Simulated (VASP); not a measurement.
AlB2P3:

```xyz
6
Lattice="-1.7513 1.7513 7.4302 1.7513 -1.7513 7.4302 1.7513 1.7513 -7.4302" Properties=species:S:1:pos:R:3 pbc="T T T"
Al    0.0000    0.0000    0.0000
B     0.0000    0.0000    9.9069
B     0.0000    0.0000    4.9534
P     1.7513    0.0000    6.1918
P     1.7513    0.0000    1.2384
P     0.0000    1.7513    3.7151
```

```yaml
Program: VASP 6.6.1
Task: relaxation of cell and atoms
Functional: PBE
Potentials_or_basis: VASP PAW PBE potentials, release 64 (Al, B, P)
Cutoff: 600 eV
k_mesh: 8 × 8 × 8
Occupations: gaussian, width 0.1 eV
Spin: no spin polarisation
```

At the start: pressure 0.8 GPa; volume 15.19 Å³/atom.

Task: Where does the relaxation end?

Result: Over 10 steps the energy falls by 266.3 meV/atom and the volume is 14.47 Å³/atom (-4.7 %); space group I-4m2 (No. 119, to 0.1 Å) before and after.

The path:
| step | energy change (eV) | largest force (eV/Å) | pressure (GPa) | volume (Å³) |
| --- | --- | --- | --- | --- |
| 1 | 0.0000 | 4.9361 | 0.83 | 91.16 |
| 2 | -1.2030 | 1.5866 | -5.48 | 92.19 |
| 3 | -1.2045 | 1.6374 | -5.62 | 92.23 |
| 4 | -1.5355 | 0.8258 | 2.38 | 85.39 |
| 5 | -1.5366 | 0.7628 | 3.00 | 84.98 |
| 6 | -1.5917 | 0.3291 | -0.27 | 87.01 |
| 7 | -1.5971 | 0.0862 | 0.43 | 86.55 |
| 8 | -1.5971 | 0.0699 | 0.46 | 86.51 |
| 9 | -1.5979 | 0.0433 | -0.22 | 86.97 |
| 10 | -1.5980 | 0.0235 | -0.05 | 86.85 |

Final structure:
```
Al B P
1.0
    -1.69787    1.69787    7.53184
     1.69787   -1.69787    7.53184
     1.69787    1.69787   -7.53184
Al B P
1 2 3
Direct
  0.00000 0.00000 0.00000
  0.67643 0.67643 0.00000
  0.32357 0.32357 0.00000
  0.39615 0.89615 0.50000
  0.10385 0.60385 0.50000
  0.75000 0.25000 0.50000
```
